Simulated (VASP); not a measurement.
Write the native input for VASP 6.6.1 that does the following.

* Task: single point
* Functional: PBEsol
* Potentials or basis: VASP PAW PBE potentials, release 64 (Be)
* Cutoff: 520 eV
* k mesh: 23 × 23 × 23
* Occupations: fermi-dirac, width 0.1 eV
* Spin: no spin polarisation
* Dipole correction: no
* Further INCAR settings: ALGO = Normal; EDIFF = 1e-06; NBANDS = 7

The structure of Be lies in POSCAR:

```
Be
1.0
   -1.0962431734      1.0962431734      1.0962431734
    1.0962431734     -1.0962431734      1.0962431734
    1.0962431734      1.0962431734     -1.0962431734
Be
1
Direct
    0.0000000000      0.0000000000      0.0000000000
```

This cell differs from its parent crystal: volume scaled by 0.68.

The input as run:

INCAR

```
SYSTEM = Be
ALGO     = Normal         ! electronic algorithm
EDIFF    = 1E-6           ! SCF threshold, eV
ENCUT    = 520            ! plane-wave cutoff, eV
GGA      = PS             ! functional
ISIF     = 2              ! what is computed and relaxed
ISMEAR   = -1             ! smearing method
LASPH    = .True.         ! aspherical terms in the spheres
LCHARG   = .False.        ! write CHGCAR
LREAL    = .False.        ! projectors in reciprocal space
LWAVE    = .False.        ! write WAVECAR
NBANDS   = 7              ! bands
NELM     = 100            ! most SCF steps
PREC     = Accurate       ! precision mode
SIGMA    = 0.1            ! smearing width, eV
```

KPOINTS

```
k-points
0
Gamma
  23 23 23
  0 0 0
```

Potentials or basis: VASP PAW PBE potentials, release 64 (Be).

Run with:

```console
$ cat potpaw_PBE.64/Be/POTCAR > POTCAR
$ mpirun -np 1 vasp_std > vasp.out
```

Results of the run:

```json
{
  "Pressure": "92.2 GPa",
  "Band gap on the k mesh": "zero (band 1 reaches 16.67 eV, above the bottom of band 2 at 9.98 eV)"
}
```

Caveat: the PAW data sets were made with another functional, which shifts forces and pressure a little.

Run time: 5.5 s on 1 thread of Intel Xeon 6975P-C (shared host), peak memory 0.11 GiB.
